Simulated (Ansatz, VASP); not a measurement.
SiC in VASP and in Ansatz

```
Si C
1.0
     0.00000    2.17805    2.24339
     2.17805    0.00000    2.24339
     2.17805    2.17805    0.00000
Si C
1 1
Direct
  0.00000 0.00000 0.00000
  0.25000 0.25000 0.25000
```

Change from the starting cell: uniaxial_z strain +3.0%.

Alike in both runs: task single point; functional HSE06; k mesh 8 × 8 × 8; no spin polarisation.

|  | VASP | Ansatz |
| --- | --- | --- |
| version | VASP 6.6.1 | Ansatz 0.2.0 |
| potentials or method | VASP PAW PBE potentials, release 64 (Si, C) | plane waves, PAW |
| plane-wave cutoff (eV) | 520 | 420 |
| occupations | gaussian, width 0.01 eV | fixed |
| valence electrons in the cell | 8 | 8 |

```csv
,VASP,Ansatz,Ansatz less VASP
gap on the k mesh at the Fermi level (eV),2.09,2.08,-0.004
pressure (GPa),-7.9,-7.6,+0.35
"traceless stress, the component that is largest in VASP (GPa)",-5.76,-5.72,+0.032
```

Ansatz's warnings: stress exchange threshold loose, stress scf threshold loose.
